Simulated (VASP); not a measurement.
Runs of VASP 6.6.1 on Mo. The structure is that of space group Pm-3m (No. 221), or close to it. The cells are those of the table. 

| task | cell | k mesh | cutoff (eV) | gap on the mesh (eV) | pressure (GPa) |
| --- | --- | --- | --- | --- | --- |
| single point | a = 2.643 Å, 1 atom | 19 × 19 × 19 | 520 | none | 0.4 |
| single point | a = 2.711 Å, 1 atom | 13 × 13 × 13 | 520 | none | -11.2 |
| single point | a = 2.643 Å, 1 atom | 12 × 12 × 12 | 520 | none | (b) |
| single point | a = 2.643 Å, 1 atom | 13 × 13 × 13 | 520 | none | -0.1 |
| single point | a = 2.677 Å, 1 atom | 13 × 13 × 13 | 520 | none | -6.2 |
| single point | a = 2.570 Å, 1 atom | 13 × 13 × 13 | 520 | none | 17.0 |
| single point | a = 2.744 Å, 1 atom | 13 × 13 × 13 | 520 | none | (a) |
| single point | a = 2.607 Å, 1 atom | 13 × 13 × 13 | 520 | none | 7.5 |
| relaxation of cell and atoms | relaxed from a = 2.563 Å, 1 atom | 12 × 12 × 12 | 600 | none | 0.0 |
| single point | a = 2.532 Å, 1 atom | 13 × 13 × 13 | 520 | none | 28.8 |

Alike in all rows: level BLYP; potentials or basis VASP PAW PBE potentials, release 64 (Mo_sv); no spin polarisation; smearing fermi-dirac 0.1 eV.

Estimate the missing entries.

(a) -15.1; (b) 0.7.

Caveats: the PAW data sets were made with another functional, which shifts forces and pressure a little.

A k mesh can miss the band edges, and the runs leave out spin-orbit coupling on Mo.

A gap of «none» marks levels without a gap at the run's occupations.
